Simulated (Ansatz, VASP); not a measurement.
## WC in VASP and in Ansatz

File INCAR:

```
SYSTEM = WC
ALGO = Normal ; EDIFF = 1E-7
ENCUT = 520 ; GGA = PS
ISIF = 2 ; ISMEAR = 0
LASPH = .TRUE. ; LCHARG = .FALSE.
LREAL = .FALSE. ; LWAVE = .FALSE.
NBANDS = 16 ; NELM = 60
PREC = Accurate ; SIGMA = 0.15
```

File KPOINTS:

```
k-points
0
G
  24 24 22
  0 0 0
```

Contents of POSCAR:

```
WC
1.0
    2.6665405736      0.0000000000      0.0000000000
   -1.3332702868      2.3092918770      0.0000000000
    0.0000000000      0.0000000000      2.8276119036
W C
1 1
Direct
    0.0000000000      0.0000000000      0.0000000000
    0.6666666667      0.3333333333      0.5000000000
```

Input for Ansatz:

```yaml
crystal:
  lattice:
    - [2.6665405736, 0.0, 0.0]
    - [-1.3332702868, 2.309291877, 0.0]
    - [0.0, 0.0, 2.8276119036]
  atoms:
    - { symbol: W, position: [0.0, 0.0, 0.0] }
    - { symbol: C, position: [0.6666666667, 0.3333333333, 0.5] }
basis:
  ecutwfc: 420
kpoints:
  mp_grid: { grid: [24, 24, 22] }
hamiltonian:
  xc: pbesol
scf:
  occupations: { method: gaussian, width: 0.15 }
output:
  forces: true
  stress: true
  eigenvalues: true
```

Change from the starting cell: strain -0.080 along x and y, +0.000 along z, atoms carried along.

Alike in both runs: task single point; functional PBEsol; k mesh 24 × 24 × 22; occupations gaussian, width 0.15 eV; no spin polarisation.

```csv
,VASP,Ansatz
version,VASP 6.6.1,Ansatz 0.2.0
potentials or method,"VASP PAW PBE potentials, release 64 (W_sv, C), cutoff 520 eV","scalar-relativistic, plane waves, PAW"
valence electrons in the cell,18,18
```

|  | VASP | Ansatz | Ansatz less VASP |
| --- | --- | --- | --- |
| gap on the k mesh at the Fermi level (eV) | none | none | - |
| pressure (GPa) | 96.9 | 93.9 | -2.94 |
| traceless stress, the component that is largest in VASP (GPa) | -46.89 | -46.90 | 0.000 |

VASP's potentials were made for PBE, not for PBEsol. A gap of «none» marks a metal or a gap that the smearing closes. Both programs put the cell under a high pressure, so it lies far from rest at this level.

Neither program's run includes spin-orbit coupling. Noted on VASP's run: the cell as given lies far from equilibrium.
